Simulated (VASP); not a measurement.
# Pt (Fm-3m) in VASP: a series of runs

Pt is run at these levels: r2SCAN; tasks: single point.

All numbers are computed with VASP 6.6.1; they aren't measurements. Logs are shortened: lines on timing, memory, paths and dates and some standing lists are left out, and cuts for length are marked.

## 1. The cell of the first run

It takes space group Fm-3m (No. 225, cubic). The conventional cell has a = 3.776 Å, b = 3.776 Å, c = 3.776 Å, α = 90.00°, β = 90.00°, γ = 90.00°. Within 3.5 Å of Pt (site symmetry m-3m) lie 12 Pt at 2.67 Å.

## 2. Single point, r2SCAN (volume scaled by 0.88)

POSCAR reads:

```
Pt
1.0
    0.0000000000      1.8879101551      1.8879101551
    1.8879101551      0.0000000000      1.8879101551
    1.8879101551      1.8879101551      0.0000000000
Pt
1
Direct
    0.0000000000      0.0000000000      0.0000000000
```

INCAR.step1 reads:

```
SYSTEM = Pt
PREC = Accurate
ENCUT = 520
ISMEAR = 0
SIGMA = 0.1
LREAL = .FALSE.
LASPH = .TRUE.
NELM = 80
NBANDS = 11
GGA = PE
ALGO = Normal
EDIFF = 1E-4
LWAVE = .TRUE.
LCHARG = .FALSE.
```

INCAR.step2 reads:

```
SYSTEM = Pt
PREC = Accurate
ENCUT = 520
EDIFF = 1E-7
ISMEAR = 0
SIGMA = 0.1
LREAL = .FALSE.
LASPH = .TRUE.
NELM = 80
ALGO = Normal
ISIF = 2
LWAVE = .FALSE.
LCHARG = .FALSE.
METAGGA = R2SCAN
LMIXTAU = .TRUE.
NBANDS = 11
ISTART = 1
```

KPOINTS reads:

```
regular mesh
0
G
  18 18 18
  0 0 0
```

Potentials or basis: VASP PAW PBE potentials, release 64 (Pt).

On the command line:

```console
$ cat potpaw_PBE.64/Pt/POTCAR > POTCAR
$ cp INCAR.step1 INCAR
$ mpirun -np 1 vasp_std > vasp.out
$ cp INCAR.step2 INCAR
$ mpirun -np 1 vasp_std > vasp.out
```

OUTCAR:

```text
SYSTEM = Pt
   PREC = Accurate
   ENCUT = 520
   EDIFF = 1E-7
   ISMEAR = 0
   LREAL = .FALSE.
   LASPH = .TRUE.
   NELM = 80
   ISIF = 2
   METAGGA = R2SCAN
   ISTART = 1

 ion  position               nearest neighbor table
   1  0.000  0.000  0.000-

  LATTYP: Found a face centered cubic cell.
 ALAT       =     3.7758203102

  Lattice vectors:

 A1 = (   0.0000000000,   1.8879101551,   1.8879101551)
 A2 = (   1.8879101551,   0.0000000000,   1.8879101551)
 A3 = (   1.8879101551,   1.8879101551,   0.0000000000)

Analysis of symmetry for initial positions (statically):
=====================================================================
 Subroutine PRICEL returns:
 Original cell was already a primitive cell.

 Routine SETGRP: Setting up the symmetry group for a
 face centered cubic supercell.

 Subroutine GETGRP returns: Found 48 space group operations
 (whereof 48 operations were pure point group operations)
 out of a pool of 48 trial point group operations.

The static configuration has the point symmetry O_h .

Analysis of symmetry for dynamics (positions and initial velocities):
=====================================================================
 Subroutine PRICEL returns:
 Original cell was already a primitive cell.

 Routine SETGRP: Setting up the symmetry group for a
 face centered cubic supercell.

 Subroutine GETGRP returns: Found 48 space group operations
 (whereof 48 operations were pure point group operations)
 out of a pool of 48 trial point group operations.

The dynamic configuration has the point symmetry O_h .

 Subroutine INISYM returns: Found 48 space group operations
 (whereof 48 operations are pure point group operations),
 and found     1 'primitive' translations

----------------------------------------------------------------------------------------

                                     Primitive cell

  volume of cell :      13.4578

  direct lattice vectors                    reciprocal lattice vectors
     0.000000000  1.887910155  1.887910155    -0.264843112  0.264843112  0.264843112
     1.887910155  0.000000000  1.887910155     0.264843112 -0.264843112  0.264843112
     1.887910155  1.887910155  0.000000000     0.264843112  0.264843112 -0.264843112

  length of vectors
     2.669908146  2.669908146  2.669908146     0.458721725  0.458721725  0.458721725

  position of ions in fractional coordinates (direct lattice)
     0.000000000  0.000000000  0.000000000

  ion indices of the primitive-cell ions
   primitive index   ion index
                 1           1

----------------------------------------------------------------------------------------

[... 74 lines left out ...]
   NFREE  =      0    steps in history (QN), initial steepest desc. (CG)
   ISIF   =      2    stress and relaxation
   ISYM   =      2    0-nonsym 1-usesym 2-fastsym
   POTIM  = 0.5000    time-step for ionic-motion
   TEBEG  =    0.0;   TEEND  =   0.0 temperature during run
   PSTRESS=    0.0 pullay stress
   NELECT =      10.0000    total number of electrons
   NUPDOWN=      -1.0000    fix difference up-down
   EMIN   =  10.00;   EMAX   =-10.00  energy-range for DOS
   EFERMI =   0.00;   METHOD = LEGACY
   ISMEAR =     0;   SIGMA  =   0.10  broadening in eV -4-tet -1-fermi 0-gaus
   EFERMI_NEDOS =   21; number of points for ismear=-14 and -15
   IALGO  =     38    algorithm
   IMIX   =      4    mixing-type and parameters
     AMIX     =   0.40;   BMIX     =  1.00
     AMIX_MAG =   1.60;   BMIX_MAG =  1.00
  volume/ion in A,a.u.               =      13.46        90.82
  Fermi-wavevector in a.u.,A,eV,Ry     =   1.482803  2.802092 29.915201  2.198705
  Thomas-Fermi vector in A             =   2.596544
   LORBIT       =      0    0 simple, 1 ext, 2 COOP (PROOUT), +10 PAW based schemes
   METAGGA = R2SCAN    functional components
   LHFCALC =     F    Hartree Fock is set to
   AEXX    =    0.0000 exact exchange contribution
   IVDW    =     0    specifies the selected vdW correction
   LEPSILON=     F    determine dielectric tensor
   LRPA    =     F    only Hartree local field effects (RPA)
 non-spin polarized calculation
 Gauss-broadening in eV      SIGMA  =   0.10
  energy-cutoff  :      520.00
  volume of cell :       13.46
 maximum number of plane-waves:       375
   NGX =  9   NGY =  9   NGZ =  9

 number of electron      10.0000001 magnetization

 Free energy of the ion-electron system (eV)
  ---------------------------------------------------
  ext. energy  EPLUGINS =         0.00000000
  ---------------------------------------------------
  free energy    TOTEN  =       -51.24307424 eV

  energy without entropy =      -51.23460059  energy(sigma->0) =      -51.23883742

 E-fermi :  13.3618     XC(G=0): -15.4529

 val. band max:       13.3613646669   @ k =   0.3889   0.2222   0.0000
 cond. band min:      13.3765626160   @ k =  -0.3889   0.3889   0.1667
 fundamental gap:      0.0151979491
 Fermi energy:        13.3618158292

 k-point     1 :       0.0000    0.0000    0.0000
  band No.  band energies     occupation
      1       1.4593      2.00000
      2       8.6425      2.00000
      3       8.6425      2.00000
      4       8.6425      2.00000
      5      11.2687      2.00000
      6      11.2687      2.00000
      7      28.4145      0.00000
      8      34.2789      0.00000
      9      34.2789      0.00000
     10      34.2789      0.00000
     11      40.5916      0.00000
[... 309 lines left out ...]
 k-point    24 :      -0.2222    0.0556    0.0000
  band No.  band energies     occupation
      1       3.7743      2.00000
      2       8.0522      2.00000
      3       9.1035      2.00000
      4       9.1844      2.00000
      5      11.0206      2.00000
      6      11.8845      2.00000
      7      28.3867      0.00000
      8      31.0730      0.00000
      9      36.6416      0.00000
     10      38.0250      0.00000
     11      39.2153      0.00000

 [... further k-points ...]
[... 5 lines left out ...]
  --------------------------------------------------------------------------------------
  -------------------------------------------------------------------------------------
  Total        4.2514190      4.2514190      4.2514190      0.0000000      0.0000000     -0.0000000
  in kB      506.1398464    506.1398464    506.1398464      0.0000000      0.0000000     -0.0000000
  external PRESSURE =     506.1398464 kB  Pullay stress =       0.0000000 kB

 VOLUME and BASIS-vectors are now :
 -----------------------------------------------------------------------------
  energy-cutoff  :      520.00
  volume of cell :       13.46
      direct lattice vectors                 reciprocal lattice vectors
     0.000000000  1.887910155  1.887910155    -0.264843112  0.264843112  0.264843112
     1.887910155  0.000000000  1.887910155     0.264843112 -0.264843112  0.264843112
     1.887910155  1.887910155  0.000000000     0.264843112  0.264843112 -0.264843112

 POSITION                                       TOTAL-FORCE (eV/Angst)
 -----------------------------------------------------------------------------------
      0.00000      0.00000      0.00000         0.000000     -0.000000      0.000000
 -----------------------------------------------------------------------------------
    total drift:                                0.000000     -0.000000      0.000000

  FREE ENERGIE OF THE ION-ELECTRON SYSTEM (eV)
  ---------------------------------------------------
  free  energy   TOTEN  =       -51.2430742439 eV

  energy  without entropy=      -51.2346005893  energy(sigma->0) =      -51.23883742
```

OUTCAR.step1:

```text
SYSTEM = Pt
   PREC = Accurate
   ENCUT = 520
   ISMEAR = 0
   LREAL = .FALSE.
   LASPH = .TRUE.
   NELM = 80
[... 552 lines left out ...]
 -----------------------------------------------------------------------------------
      0.00000      0.00000      0.00000        -0.000000     -0.000000     -0.000000
 -----------------------------------------------------------------------------------
    total drift:                                0.000000     -0.000000     -0.000000

  FREE ENERGIE OF THE ION-ELECTRON SYSTEM (eV)
  ---------------------------------------------------
  free  energy   TOTEN  =        -5.7798653866 eV

  energy  without entropy=       -5.7711171247  energy(sigma->0) =       -5.77549126
```

OSZICAR.step1:

```text
N       E                     dE             d eps       ncg     rms          rms(c)
DAV:   1     0.425672186414E+02    0.42567E+02   -0.54974E+03  4330   0.860E+02
DAV:   2    -0.549303243327E+01   -0.48060E+02   -0.46260E+02  4944   0.185E+02
DAV:   3    -0.613566796131E+01   -0.64264E+00   -0.64047E+00  5070   0.203E+01
DAV:   4    -0.613802201529E+01   -0.23541E-02   -0.23539E-02  4998   0.144E+00
DAV:   5    -0.613803863637E+01   -0.16621E-04   -0.16620E-04  5108   0.109E-01    0.182E+01
DAV:   6    -0.583928341471E+01    0.29876E+00   -0.52427E-01  4770   0.605E+00    0.979E+00
DAV:   7    -0.578432741982E+01    0.54956E-01   -0.17791E-01  4911   0.343E+00    0.249E+00
DAV:   8    -0.578002627451E+01    0.43011E-02   -0.10544E-02  4722   0.927E-01    0.539E-01
DAV:   9    -0.577985949170E+01    0.16678E-03   -0.15648E-04  4526   0.117E-01    0.224E-02
DAV:  10    -0.577986538657E+01   -0.58949E-05   -0.45337E-06  2424   0.160E-02
   1 F= -.57798654E+01 E0= -.57754913E+01  d E =-.874826E-02
```

Wall time 47 s (1 thread of Intel Xeon 6975P-C (Granite Rapids), shared host); peak memory 0.15 GiB.

What came out:

```yaml
Free_energy: -51.2431 eV
Pressure: 50.6 GPa
Band_gap_on_the_k_mesh: zero (band 5 reaches 14.02 eV, above the bottom of band 6 at 11.13 eV)
```

Caveat: the PAW data sets were made with another functional, which shifts forces and pressure a little; spin-orbit coupling is left out, which moves the levels of the heavy elements.

## 3. Single point, r2SCAN (volume scaled by 0.91)

POSCAR reads:

```
Pt
1.0
    0.0000000000      1.9091244044      1.9091244044
    1.9091244044      0.0000000000      1.9091244044
    1.9091244044      1.9091244044      0.0000000000
Pt
1
Direct
    0.0000000000      0.0000000000      0.0000000000
```

INCAR.step1 reads:

```
SYSTEM = Pt
ALGO     = Normal         ! electronic algorithm
EDIFF    = 1E-4           ! SCF threshold, eV
ENCUT    = 520            ! plane-wave cutoff, eV
GGA      = PE             ! functional
ISMEAR   = 0              ! smearing method
LASPH    = .True.         ! aspherical terms in the spheres
LCHARG   = .False.        ! write CHGCAR
LREAL    = .False.        ! projectors in reciprocal space
LWAVE    = .True.         ! write WAVECAR
NBANDS   = 11             ! bands
NELM     = 100            ! most SCF steps
PREC     = Accurate       ! precision mode
SIGMA    = 0.1            ! smearing width, eV
```

INCAR.step2 reads:

```
SYSTEM = Pt
ALGO     = Normal         ! electronic algorithm
EDIFF    = 1E-6           ! SCF threshold, eV
ENCUT    = 520            ! plane-wave cutoff, eV
ISIF     = 2              ! what is computed and relaxed
ISMEAR   = 0              ! smearing method
ISTART   = 1            
LASPH    = .True.         ! aspherical terms in the spheres
LCHARG   = .False.        ! write CHGCAR
LMIXTAU  = .True.       
LREAL    = .False.        ! projectors in reciprocal space
LWAVE    = .False.        ! write WAVECAR
METAGGA  = R2SCAN         ! meta-GGA
NBANDS   = 11             ! bands
NELM     = 100            ! most SCF steps
PREC     = Accurate       ! precision mode
SIGMA    = 0.1            ! smearing width, eV
```

KPOINTS reads:

```
k-points
0
Gamma
  18 18 18
  0 0 0
```

Potentials or basis: VASP PAW PBE potentials, release 64 (Pt).

On the command line:

```console
$ cat potpaw_PBE.64/Pt/POTCAR > POTCAR
$ cp INCAR.step1 INCAR
$ mpirun -np 1 vasp_std > vasp.out
$ cp INCAR.step2 INCAR
$ mpirun -np 1 vasp_std > vasp.out
```

OUTCAR:

```text
SYSTEM = Pt
   EDIFF = 1E-6
   ENCUT = 520
   ISIF = 2
   ISMEAR = 0
   ISTART = 1
   LASPH = .True.
   LREAL = .False.
   METAGGA = R2SCAN
   NELM = 100
   PREC = Accurate

 ion  position               nearest neighbor table
   1  0.000  0.000  0.000-

  LATTYP: Found a face centered cubic cell.
 ALAT       =     3.8182488088

  Lattice vectors:

 A1 = (   0.0000000000,   1.9091244044,   1.9091244044)
 A2 = (   1.9091244044,   0.0000000000,   1.9091244044)
 A3 = (   1.9091244044,   1.9091244044,   0.0000000000)

Analysis of symmetry for initial positions (statically):
=====================================================================
 Subroutine PRICEL returns:
 Original cell was already a primitive cell.

 Routine SETGRP: Setting up the symmetry group for a
 face centered cubic supercell.

 Subroutine GETGRP returns: Found 48 space group operations
 (whereof 48 operations were pure point group operations)
 out of a pool of 48 trial point group operations.

The static configuration has the point symmetry O_h .

Analysis of symmetry for dynamics (positions and initial velocities):
=====================================================================
 Subroutine PRICEL returns:
 Original cell was already a primitive cell.

 Routine SETGRP: Setting up the symmetry group for a
 face centered cubic supercell.

 Subroutine GETGRP returns: Found 48 space group operations
 (whereof 48 operations were pure point group operations)
 out of a pool of 48 trial point group operations.

The dynamic configuration has the point symmetry O_h .

 Subroutine INISYM returns: Found 48 space group operations
 (whereof 48 operations are pure point group operations),
 and found     1 'primitive' translations

----------------------------------------------------------------------------------------

[... 108 lines left out ...]
   IMIX   =      4    mixing-type and parameters
     AMIX     =   0.40;   BMIX     =  1.00
     AMIX_MAG =   1.60;   BMIX_MAG =  1.00
  volume/ion in A,a.u.               =      13.92        93.91
  Fermi-wavevector in a.u.,A,eV,Ry     =   1.466326  2.770955 29.254058  2.150113
  Thomas-Fermi vector in A             =   2.582077
   LORBIT       =      0    0 simple, 1 ext, 2 COOP (PROOUT), +10 PAW based schemes
   METAGGA = R2SCAN    functional components
   LHFCALC =     F    Hartree Fock is set to
   AEXX    =    0.0000 exact exchange contribution
   IVDW    =     0    specifies the selected vdW correction
   LEPSILON=     F    determine dielectric tensor
   LRPA    =     F    only Hartree local field effects (RPA)
 non-spin polarized calculation
 Gauss-broadening in eV      SIGMA  =   0.10
  energy-cutoff  :      520.00
  volume of cell :       13.92
 maximum number of plane-waves:       388
   NGX =  9   NGY =  9   NGZ =  9

 number of electron       9.9999999 magnetization

 Free energy of the ion-electron system (eV)
  ---------------------------------------------------
  ext. energy  EPLUGINS =         0.00000000
  ---------------------------------------------------
  free energy    TOTEN  =       -51.36423757 eV

  energy without entropy =      -51.35526935  energy(sigma->0) =      -51.35975346

 E-fermi :  12.6407     XC(G=0): -15.2105

 val. band max:       12.6404953041   @ k =  -0.2778   0.3889   0.1667
 cond. band min:      12.6534568358   @ k =   0.4444   0.1111   0.0000
 fundamental gap:      0.0129615317
 Fermi energy:        12.6406734348

 k-point     1 :       0.0000    0.0000    0.0000
  band No.  band energies     occupation
      1       1.1646      2.00000
      2       8.1712      2.00000
      3       8.1712      2.00000
      4       8.1712      2.00000
      5      10.6537      2.00000
      6      10.6537      2.00000
      7      27.8391      0.00000
      8      33.4968      0.00000
      9      33.4968      0.00000
     10      33.4968      0.00000
     11      39.6785      0.00000
[... 309 lines left out ...]
 k-point    24 :      -0.2222    0.0556    0.0000
  band No.  band energies     occupation
      1       3.4198      2.00000
      2       7.6097      2.00000
      3       8.6114      2.00000
      4       8.6884      2.00000
      5      10.4295      2.00000
      6      11.2437      2.00000
      7      27.5419      0.00000
      8      30.2597      0.00000
      9      35.5865      0.00000
     10      36.9916      0.00000
     11      38.2240      0.00000

 [... further k-points ...]
[... 5 lines left out ...]
  --------------------------------------------------------------------------------------
  -------------------------------------------------------------------------------------
  Total        2.9854363      2.9854363      2.9854363     -0.0000000      0.0000000     -0.0000000
  in kB      343.7048855    343.7048855    343.7048855     -0.0000000      0.0000000     -0.0000000
  external PRESSURE =     343.7048855 kB  Pullay stress =       0.0000000 kB

 VOLUME and BASIS-vectors are now :
 -----------------------------------------------------------------------------
  energy-cutoff  :      520.00
  volume of cell :       13.92
      direct lattice vectors                 reciprocal lattice vectors
     0.000000000  1.909124404  1.909124404    -0.261900167  0.261900167  0.261900167
     1.909124404  0.000000000  1.909124404     0.261900167 -0.261900167  0.261900167
     1.909124404  1.909124404  0.000000000     0.261900167  0.261900167 -0.261900167

 POSITION                                       TOTAL-FORCE (eV/Angst)
 -----------------------------------------------------------------------------------
      0.00000      0.00000      0.00000         0.000000      0.000000      0.000000
 -----------------------------------------------------------------------------------
    total drift:                                0.000000     -0.000000     -0.000000

  FREE ENERGIE OF THE ION-ELECTRON SYSTEM (eV)
  ---------------------------------------------------
  free  energy   TOTEN  =       -51.3642375732 eV

  energy  without entropy=      -51.3552693539  energy(sigma->0) =      -51.35975346
```

OUTCAR.step1:

```text
SYSTEM = Pt
   EDIFF = 1E-4
   ENCUT = 520
   GGA = PE
   ISMEAR = 0
   LASPH = .True.
[... 555 lines left out ...]
 -----------------------------------------------------------------------------------
      0.00000      0.00000      0.00000         0.000000     -0.000000     -0.000000
 -----------------------------------------------------------------------------------
    total drift:                                0.000000      0.000000      0.000000

  FREE ENERGIE OF THE ION-ELECTRON SYSTEM (eV)
  ---------------------------------------------------
  free  energy   TOTEN  =        -5.9149837137 eV

  energy  without entropy=       -5.9056722510  energy(sigma->0) =       -5.91032798
```

OSZICAR.step1:

```text
N       E                     dE             d eps       ncg     rms          rms(c)
DAV:   1     0.407147701849E+02    0.40715E+02   -0.54850E+03  4386   0.851E+02
DAV:   2    -0.568486672145E+01   -0.46400E+02   -0.44509E+02  4917   0.181E+02
DAV:   3    -0.627749272235E+01   -0.59263E+00   -0.58932E+00  5015   0.196E+01
DAV:   4    -0.627966718973E+01   -0.21745E-02   -0.21743E-02  5001   0.138E+00
DAV:   5    -0.627968321080E+01   -0.16021E-04   -0.16021E-04  5061   0.108E-01    0.165E+01
DAV:   6    -0.596931245100E+01    0.31037E+00   -0.58985E-01  4692   0.634E+00    0.880E+00
DAV:   7    -0.591923583276E+01    0.50077E-01   -0.17050E-01  4905   0.332E+00    0.254E+00
DAV:   8    -0.591517847847E+01    0.40574E-02   -0.95908E-03  4710   0.874E-01    0.571E-01
DAV:   9    -0.591497826821E+01    0.20021E-03   -0.18936E-04  4561   0.126E-01    0.288E-02
DAV:  10    -0.591498371370E+01   -0.54455E-05   -0.46858E-06  2397   0.166E-02
   1 F= -.59149837E+01 E0= -.59103280E+01  d E =-.931146E-02
```

It took 35 s on 1 thread of Intel Xeon 6975P-C (Granite Rapids), shared host; peak memory 0.15 GiB.

What came out:

* Free energy: -51.3642 eV
* Pressure: 34.4 GPa
* Band gap on the k mesh: zero (band 5 reaches 13.26 eV, above the bottom of band 6 at 10.53 eV)

Caveat: the PAW data sets were made with another functional, which shifts forces and pressure a little; spin-orbit coupling is left out, which moves the levels of the heavy elements.
